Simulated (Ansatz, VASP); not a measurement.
K: VASP beside Ansatz

File INCAR:

```
PREC = Accurate ; ENCUT = 500
EDIFF = 1E-6 ; ISMEAR = 0
SIGMA = 0.05 ; LREAL = False
LASPH = True ; NELM = 120
ALGO = Normal ; ISIF = 2
LWAVE = False ; LCHARG = True
GGA = PE ; LELF = True
LVHAR = True ; NBANDS = 10
GGA_COMPAT = False
```

KPOINTS

```
Automatic mesh
0
Gamma
  6 6 6
```

File POSCAR:

```
K
1.0
    4.3104394900      0.0000000000      0.0000000000
    0.0000000000      4.3104394900      0.0000000000
    0.0000000000      0.0000000000      4.3104394900
K
1
Direct
    0.0000000000      0.0000000000      0.0000000000
```

File input.yaml:

```yaml
crystal:
  lattice:
    - [4.31043949, 0.0, 0.0]
    - [0.0, 4.31043949, 0.0]
    - [0.0, 0.0, 4.31043949]
  atoms:
    - { symbol: K, position: [0.0, 0.0, 0.0] }
kpoints:
  mp_grid: { grid: [6, 6, 6] }
scf:
  occupations: { method: gaussian, width: 0.05 }
hamiltonian:
  xc: pbe
  pseudopotentials: { kind: all_electron, lapw: { basis_error: 0.001 } }
output:
  forces: true
  stress: true
  eigenvalues: true
```

Alike in both runs: task single point; functional PBE; k mesh 6 × 6 × 6; occupations gaussian, width 0.05 eV; no spin polarisation.

```csv
,VASP,Ansatz
version,VASP 6.6.1,Ansatz 0.2.0
potentials or method,"VASP PAW PBE potentials, release 64 (K_sv), cutoff 500 eV","all-electron LAPW, scalar-relativistic"
```

|  | VASP | Ansatz | Ansatz less VASP |
| --- | --- | --- | --- |
| gap on the k mesh at the Fermi level (eV) | none | none | - |
| pressure (GPa) | 0.0 | 0.0 | +0.01 |

A gap of «none» marks a metal or a gap that the smearing closes. Ansatz ran all-electron here, and VASP with PAW potentials.
